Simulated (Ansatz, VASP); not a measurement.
**Mg in VASP and in Ansatz**

The input POSCAR:

```
Mg
1.0
    3.2624397304      0.0000000000      0.0000000000
   -1.6312198652      2.8253556849      0.0000000000
    0.0000000000      0.0000000000     10.6043572137
Mg
4
Direct
    0.0000000000      0.0000000000      0.0000000000
    0.0000000000      1.0000000000      0.5000000000
    0.3333333333      0.6666666667      0.2500000000
    0.6666666667      0.3333333333      0.7500000000
```

Contents of INCAR.step1:

```
SYSTEM = Mg
  ALGO = Normal
  EDIFF = 1E-4
  ENCUT = 520
  GGA = PE
  ISMEAR = -1
  LASPH = .TRUE.
  LCHARG = .FALSE.
  LREAL = .FALSE.
  LWAVE = .TRUE.
  NBANDS = 12
  NELM = 80
  PREC = Accurate
  SIGMA = 0.1
```

The input INCAR.step2:

```
SYSTEM = Mg
  ALGO = Normal
  EDIFF = 1E-7
  ENCUT = 520
  ISIF = 2
  ISMEAR = -1
  ISTART = 1
  LASPH = .TRUE.
  LCHARG = .FALSE.
  LMIXTAU = .TRUE.
  LREAL = .FALSE.
  LWAVE = .FALSE.
  METAGGA = R2SCAN
  NBANDS = 12
  NELM = 80
  PREC = Accurate
  SIGMA = 0.1
```

KPOINTS

```
k-points
0
G
  13 13 4
  0 0 0
```

Input for Ansatz:

```yaml
crystal:
  lattice:
    - [3.2624397304, 0.0, 0.0]
    - [-1.6312198652, 2.8253556849, 0.0]
    - [0.0, 0.0, 10.6043572137]
  atoms:
    - { symbol: Mg, position: [0.0, 0.0, 0.0] }
    - { symbol: Mg, position: [0.0, 1.0, 0.5] }
    - { symbol: Mg, position: [0.3333333333, 0.6666666667, 0.25] }
    - { symbol: Mg, position: [0.6666666667, 0.3333333333, 0.75] }
hamiltonian:
  xc: r2scan
  pseudopotentials:
    kind: paw
    azcp:
      Mg: "pseudopotentials/Mg.paw.azcp"
basis:
  ecutwfc: 500
  fft_grid_basis: typed
kpoints:
  mp_grid: { grid: [13, 13, 4], shift: [0, 0, 0] }
magnetization:
  spin_polarized: false
scf:
  occupations: { method: fermi_dirac, width: 0.1 }
  lower_state_search: "off"
output:
  stress: true
```

Alike in both runs: task single point; functional r2SCAN; k mesh 13 × 13 × 4; occupations fermi-dirac, width 0.1 eV; no spin polarisation.

|  | VASP | Ansatz |
| --- | --- | --- |
| version | VASP 6.6.1 | Ansatz 0.2.0 |
| potentials or method | VASP PAW PBE potentials, release 64 (Mg), cutoff 520 eV | plane waves (500 eV) with PAW, scalar-relativistic |
| valence electrons in the cell | 8 | 40 |

```csv
,VASP,Ansatz,Ansatz less VASP
pressure (GPa),-2.8,-2.5,+0.24
"traceless stress, the component that is largest in VASP (GPa)",-0.05,-0.05,-0.001
```

VASP's potentials were made for PBE, not for r2SCAN. With one functional, cell and mesh, what is left measures potentials, basis and numerics. VASP's potentials hold 8 valence electrons a cell and Ansatz's 40, so a difference there can come from the potentials and not from the codes.
